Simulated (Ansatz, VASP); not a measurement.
Two plane-wave programs on BaTiO3

File INCAR:

```
ALGO = Normal ; EDIFF = 1E-8
ENCUT = 910 ; GGA = PE
GGA_COMPAT = False ; ISIF = 2
ISMEAR = -1 ; LASPH = True
LCHARG = False ; LEFG = True
LREAL = False ; LWAVE = False
NBANDS = 28 ; NELM = 120
PREC = Accurate ; SIGMA = 0.08
```

The input KPOINTS:

```
k-points
0
Gamma
  7 7 7
```

Contents of POSCAR:

```
BaTiO3
1.0
    3.9998000000      0.0000000000      0.0000000000
    0.0000000000      3.9998000000      0.0000000000
    0.0000000000      0.0000000000      4.0983600000
Ba Ti O
1 1 3
Direct
    0.0000000000      0.0000000000      0.0000000000
    0.5000000000      0.5000000000      0.4820000000
    0.5000000000      0.5000000000      0.0160000000
    0.5000000000      0.0000000000      0.5150000000
    0.0000000000      0.5000000000      0.5150000000
```

Input for Ansatz:

```yaml
crystal:
  lattice:
    - [3.9998, 0.0, 0.0]
    - [0.0, 3.9998, 0.0]
    - [0.0, 0.0, 4.09836]
  atoms:
    - { symbol: Ba, position: [0.0, 0.0, 0.0] }
    - { symbol: Ti, position: [0.5, 0.5, 0.482] }
    - { symbol: O, position: [0.5, 0.5, 0.016] }
    - { symbol: O, position: [0.5, 0.0, 0.515] }
    - { symbol: O, position: [0.0, 0.5, 0.515] }
kpoints:
  mp_grid: { grid: [7, 7, 7] }
scf:
  occupations: { method: fermi_dirac, width: 0.08 }
hamiltonian:
  xc: pbe
  pseudopotentials: { kind: paw }
output:
  forces: true
  stress: true
  eigenvalues: true
  efg: { contact_densities: true }
  write_density: true
  write_potential: true
  elf: true
  volumetric_format: npy
```

Change from the starting cell: zz strain of +2 %, PAW files.

Alike in both runs: task electric field gradients; functional PBE; k mesh 7 × 7 × 7; occupations fermi-dirac, width 0.08 eV; no spin polarisation.

|  | VASP | Ansatz |
| --- | --- | --- |
| version | VASP 6.6.1 | Ansatz 0.2.0 |
| potentials or method | VASP PAW PBE potentials, release 64 (Ba_sv, Ti_sv, O_h) | PAW with Ansatz's default frozen-core files, scalar-relativistic |
| plane-wave cutoff (eV) | 910 | 420 |
| valence electrons in the cell | 40 | 40 |

VASP gave:

| Quantity | Value |
| --- | --- |
| rms of the force components (eV/Å) | 0.185 |
| size of Vzz on the site where it differs most (V/Å²) | 13.8 |

**Question.** Estimate Ansatz's values.

**Answer.** rms of the force components (eV/Å): 0.192; size of Vzz on the site where it differs most (V/Å²): 15.1.

Atom by atom the forces differ by 0.010 eV/Å (rms over components).

Neither program's run includes spin-orbit coupling. Noted on VASP's run: the cutoff is short for stress, so the pressure is rough.
